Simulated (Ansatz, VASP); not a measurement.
**Two plane-wave programs on Al**

```
CELL_PARAMETERS angstrom
0.00000 1.90464 2.28557
1.90464 0.00000 2.28557
1.90464 1.90464 0.00000
ATOMIC_POSITIONS crystal
Al 0.00000 0.00000 0.00000
```

Alike in both runs: task single point; functional PBE; dispersion D3(BJ); k mesh 22 × 22 × 22; occupations gaussian, width 0.15 eV; no spin polarisation.

|  | VASP | Ansatz |
| --- | --- | --- |
| version | VASP 6.6.1 | Ansatz 0.2.0 |
| potentials or method | VASP PAW PBE potentials, release 64 (Al), cutoff 520 eV | scalar-relativistic, plane waves, PAW |
| valence electrons in the cell | 3 | 3 |

|  | VASP | Ansatz | Ansatz less VASP |
| --- | --- | --- | --- |
| gap on the k mesh at the Fermi level (eV) | none | none | - |
| pressure (GPa) | -1.2 | -1.1 | +0.02 |
| traceless stress, the component that is largest in VASP (GPa) | -8.13 | -8.14 | -0.013 |

A gap of «none» marks a metal or a gap that the smearing closes.
